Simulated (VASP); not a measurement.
The system is HfRh3.

```
Hf Rh
1.0
     3.93000    0.00000    0.00000
     0.00000    3.93000    0.00000
     0.00000    0.00000    3.93000
Hf Rh
1 3
Direct
  0.00000 0.00000 0.00000
  0.00000 0.50000 0.50000
  0.50000 0.00000 0.50000
  0.50000 0.50000 0.00000
```

- Program: VASP 6.6.1
- Task: relaxation of cell and atoms
- Functional: LDA
- Potentials or basis: VASP PAW LDA potentials, release 64 (Hf_pv, Rh_pv)
- Cutoff: 600 eV
- k mesh: 5 × 5 × 5
- Occupations: fermi-dirac, width 0.05 eV
- Spin: no spin polarisation

At the start: pressure -12.2 GPa; volume 15.17 Å³/atom.

Question: Where does the relaxation end?

Answer: Over 4 steps the energy falls by 30.5 meV/atom and the volume is 14.42 Å³/atom (-5.0 %); space group Pm-3m (No. 221, to 0.05 Å).

Step by step:
```tsv
step	energy change (eV)	largest force (eV/Å)	pressure (GPa)	volume (Å³)
1	0.0000	0.0000	-12.18	60.70
2	0.6505	0.0000	42.50	51.12
3	-0.1218	0.0000	-0.60	57.77
4	-0.1220	0.0000	-0.10	57.66
```

Final structure:
```xyz
4
Lattice="3.8634 0.0000 0.0000 0.0000 3.8634 0.0000 0.0000 0.0000 3.8634" Properties=species:S:1:pos:R:3 pbc="T T T"
Hf    0.0000    0.0000    0.0000
Rh    0.0000    1.9317    1.9317
Rh    1.9317    0.0000    1.9317
Rh    1.9317    1.9317    0.0000
```
